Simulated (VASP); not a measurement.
# CoSn (P6/mmm) in VASP: a series of runs, part 2 of 2

VASP 6.6.1. Earlier steps stand in the parts before.

### 3 Relaxation of cell and atoms, PBE, collinear spin, ferromagnetic start

Contents of INCAR:

```
PREC     = Accurate       # precision mode
ENCUT    = 600            # plane-wave cutoff, eV
EDIFF    = 1E-6           # SCF threshold, eV
ISMEAR   = -1             # smearing method
SIGMA    = 0.05           # smearing width, eV
LREAL    = False          # projectors in reciprocal space
LASPH    = True           # aspherical terms in the spheres
NELM     = 150            # most SCF steps
ALGO     = Normal         # electronic algorithm
ISIF     = 3              # what is computed and relaxed
LWAVE    = False          # write WAVECAR
LCHARG   = False          # write CHGCAR
ISPIN    = 2              # spin polarisation
MAGMOM   = 0 0 0 2 2 2    # initial moments
LORBIT   = 11             # projections on sites
LMAXMIX  = 4              # l up to which the mixer works
GGA      = PE             # functional
IBRION   = 2              # ionic algorithm
NSW      = 60             # ionic steps
EDIFFG   = -0.01          # ionic threshold
KPAR     = 4
```

Contents of KPOINTS:

```
Automatic mesh
0
Gamma
  6 6 7
```

Contents of POSCAR:

```
CoSn
1.0
    5.2460399276      0.0000000000      0.0000000000
   -2.6230199638      4.5432038466      0.0000000000
    0.0000000000      0.0000000000      4.1875903000
Sn Co
3 3
Direct
    0.0000000000      0.0000000000      0.0000000000
    0.3333333333      0.6666666667      0.5000000000
    0.6666666667      0.3333333333      0.5000000000
    0.5000000000      0.0000000000      0.0000000000
    0.5000000000      0.5000000000      0.0000000000
    0.0000000000      0.5000000000      0.0000000000
```

Potentials or basis: VASP PAW PBE potentials, release 64 (Sn_d, Co).

Command:

```console
$ cat potpaw_PBE.64/Sn_d/POTCAR potpaw_PBE.64/Co/POTCAR > POTCAR
$ mpirun -np 4 vasp_std > vasp.out
```

OUTCAR:

```text
PREC = Accurate
   ENCUT = 600
   EDIFF = 1E-6
   ISMEAR = -1
   LREAL = False
   LASPH = True
   NELM = 150
   ISIF = 3
   ISPIN = 2
   LORBIT = 11
   GGA = PE
   IBRION = 2
   NSW = 60
   EDIFFG = -0.01

 ion  position               nearest neighbor table
   1  0.000  0.000  0.000-   4 2.62   4 2.62   6 2.62   6 2.62   5 2.62   5 2.62   3 3.68   3 3.68
                             2 3.68   2 3.68   2 3.68   3 3.68   2 3.68   3 3.68   2 3.68   3 3.68
   2  0.333  0.667  0.500-   6 2.58   6 2.58   4 2.58   4 2.58   5 2.58   5 2.58   3 3.03   3 3.03
                             3 3.03   1 3.68   1 3.68   1 3.68   1 3.68   1 3.68   1 3.68
   3  0.667  0.333  0.500-   6 2.58   6 2.58   4 2.58   4 2.58   5 2.58   5 2.58   2 3.03   2 3.03
                             2 3.03   1 3.68   1 3.68   1 3.68   1 3.68   1 3.68   1 3.68
   4  0.500  0.000  0.000-   2 2.58   3 2.58   2 2.58   3 2.58   1 2.62   1 2.62   6 2.62   5 2.62
                             5 2.62   6 2.62
   5  0.500  0.500  0.000-   2 2.58   3 2.58   2 2.58   3 2.58   6 2.62   6 2.62   1 2.62   4 2.62
                             4 2.62   1 2.62
   6  0.000  0.500  0.000-   2 2.58   3 2.58   2 2.58   3 2.58   5 2.62   5 2.62   1 2.62   1 2.62
                             4 2.62   4 2.62

  LATTYP: Found a hexagonal cell.
 ALAT       =     5.2460399276
 C/A-ratio  =     0.7982383584

  Lattice vectors:

 A1 = (   5.2460399276,   0.0000000000,   0.0000000000)
 A2 = (  -2.6230199638,   4.5432038466,   0.0000000000)
 A3 = (   0.0000000000,   0.0000000000,   4.1875903000)

Analysis of symmetry for initial positions (statically):
[... 212 lines left out ...]
      2     -11.2437      1.00000
      3     -11.2437      1.00000
      4     -11.2350      1.00000
      5     -11.2350      1.00000
      6     -11.1456      1.00000
[... 2334 lines left out ...]
 number of electron      69.0000012 magnetization      -0.0000098

 number of electron      69.0000012 magnetization       0.0000059

 Free energy of the ion-electron system (eV)
  ---------------------------------------------------
  ext. energy  EPLUGINS =         0.00000000
  ---------------------------------------------------
  free energy    TOTEN  =       -33.25617642 eV

  energy without entropy =      -33.23647803  energy(sigma->0) =      -33.24632722

 E-fermi :   9.8144     XC(G=0): -11.7077

 val. band max:        9.7789376894   @ k =   0.3333   0.0000   0.2857
 cond. band min:       9.8723335915   @ k =   0.3333   0.3333   0.2857
 fundamental gap:      0.0933959022
 Fermi energy:         9.8144068123

 spin component 1

 k-point     1 :       0.0000    0.0000    0.0000
  band No.  band energies     occupation
      1     -11.7404      1.00000
      2     -11.6298      1.00000
      3     -11.6298      1.00000
      4     -11.6221      1.00000
      5     -11.6221      1.00000
      6     -11.5194      1.00000
[... 2284 lines left out ...]
  FREE ENERGIE OF THE ION-ELECTRON SYSTEM (eV)
  ---------------------------------------------------
  free  energy   TOTEN  =       -33.2561764153 eV

  energy  without entropy=      -33.2364780269  energy(sigma->0) =      -33.24632722

 reached required accuracy - stopping structural energy minimisation

 total charge

# of ion       s       p       d       tot
------------------------------------------
    1        1.162   1.095  10.035  12.292
    2        1.130   1.239  10.064  12.433
    3        1.130   1.239  10.064  12.433
    4        0.394   0.450   7.465   8.309
    5        0.394   0.450   7.465   8.309
    6        0.394   0.450   7.465   8.309
--------------------------------------------------
tot          4.605   4.922  52.559  62.085

 magnetization (x)

# of ion       s       p       d       tot
------------------------------------------
    1        0.000   0.000   0.000   0.000
    2        0.000   0.000  -0.000   0.000
    3        0.000   0.000  -0.000   0.000
    4       -0.000  -0.000  -0.000  -0.000
    5       -0.000  -0.000  -0.000  -0.000
    6       -0.000  -0.000  -0.000  -0.000
--------------------------------------------------
tot          0.000   0.000  -0.000  -0.000
```

OSZICAR:

```text
N       E                     dE             d eps       ncg     rms          rms(c)
DAV:   1     0.730285072717E+03    0.73029E+03   -0.34129E+04  4976   0.273E+03
[... 32 lines left out ...]
DAV:   3    -0.333164488050E+02    0.16392E+01   -0.52937E+00  5568   0.245E+01    0.196E+00
DAV:   4    -0.332626549818E+02    0.53794E-01   -0.36423E-01  5992   0.501E+00    0.699E-01
DAV:   5    -0.332574320390E+02    0.52229E-02   -0.28020E-02  6288   0.165E+00    0.316E-01
DAV:   6    -0.332562068909E+02    0.12251E-02   -0.40029E-03  5388   0.472E-01    0.467E-02
DAV:   7    -0.332561849752E+02    0.21916E-04   -0.35018E-04  6600   0.172E-01    0.303E-02
DAV:   8    -0.332561771653E+02    0.78098E-05   -0.25805E-05  6188   0.469E-02    0.894E-03
DAV:   9    -0.332561764153E+02    0.75001E-06   -0.41039E-06  5124   0.228E-02
   3 F= -.33256176E+02 E0= -.33246327E+02  d E =-.347366E-01  mag=    -0.0000
```

CONTCAR:

```text
CoSn
   1.00000000000000
     5.2962430045836575    0.0000000000000000    0.0000000000000000
    -2.6481215022918287    4.5866809866168810   -0.0000000000000000
     0.0000000000000000   -0.0000000000000000    4.2287703633191231
  Sn              Co
     3     3
Direct
     0.0000000000000000    1.0000000000000000    1.0000000000000000
     0.3333333332999970    0.6666666667000030    0.5000000000000000
     0.6666666667000030    0.3333333332999970    0.5000000000000000
     0.5000000000000000    1.0000000000000000    1.0000000000000000
     0.5000000000000000    0.5000000000000000    1.0000000000000000
     0.0000000000000000    0.5000000000000000    1.0000000000000000

  0.00000000E+00  0.00000000E+00  0.00000000E+00
  0.00000000E+00  0.00000000E+00  0.00000000E+00
  0.00000000E+00  0.00000000E+00  0.00000000E+00
  0.00000000E+00  0.00000000E+00  0.00000000E+00
  0.00000000E+00  0.00000000E+00  0.00000000E+00
  0.00000000E+00  0.00000000E+00  0.00000000E+00
```

It took 8.6 min on 4 MPI ranks of Oxide Virtual Turin-like, shared host; peak memory 0.42 GiB.

What came out:

```yaml
Free_energy: -33.2562 eV
Relaxed_volume: 17.12 Å³/atom
Relaxed_cell: a = 5.296 Å, b = 5.296 Å, c = 4.229 Å, α = 90.00°, β = 90.00°, γ = 120.00°
Space_group_after_relaxing_to_0.1_Å: P6/mmm (No. 191)
Energy_gained_by_relaxing: 5.8 meV/atom
Ionic_steps: 3
Pressure_after_relaxing: 0.0 GPa
Net_moment: 0.00 μB per cell
Valence_electrons_inside_the_program's_atomic_spheres: Sn 12.29, 12.43 (each value once); Co 8.31
```

Step by step:
| step | energy change (eV) | largest force (eV/Å) | pressure (GPa) | volume (Å³) |
| --- | --- | --- | --- | --- |
| 1 | 0.0000 | 0.0000 | 3.93 | 99.81 |
| 2 | 0.0005 | 0.0000 | -3.50 | 105.82 |
| 3 | -0.0347 | 0.0000 | 0.02 | 102.73 |

Final structure:
```
Sn Co
1.0
     5.29624    0.00000    0.00000
    -2.64812    4.58668    0.00000
     0.00000    0.00000    4.22877
Sn Co
3 3
Direct
  0.00000 0.00000 0.00000
  0.33333 0.66667 0.50000
  0.66667 0.33333 0.50000
  0.50000 0.00000 0.00000
  0.50000 0.50000 0.00000
  0.00000 0.50000 0.00000
```

Levels at points of the mesh, in eV from the Fermi level:
Spin up:
```
           k point  band 30  band 31  band 32  band 33  band 34  band 35  band 36  band 37  band 38  band 39
(0.00, 0.00, 0.00)    -0.49    -0.48    -0.48    -0.45    -0.45     0.45     0.53     1.29     1.29     2.87
(0.50, 0.00, 0.00)    -0.97    -0.68    -0.46    -0.46     0.66     0.95     1.58     1.73     2.39     3.23
```
Spin down:
| k point | band 32 | band 33 | band 34 | band 35 | band 36 | band 37 |
| --- | --- | --- | --- | --- | --- | --- |
| (0.00, 0.00, 0.00) | -0.48 | -0.45 | -0.45 | 0.45 | 0.53 | 1.29 |
| (0.50, 0.00, 0.00) | -0.46 | -0.46 | 0.66 | 0.95 | 1.58 | 1.73 |

Caveat: the moments typed at the start vanished in this run; spin-orbit coupling is left out, which moves the levels of the heavy elements.
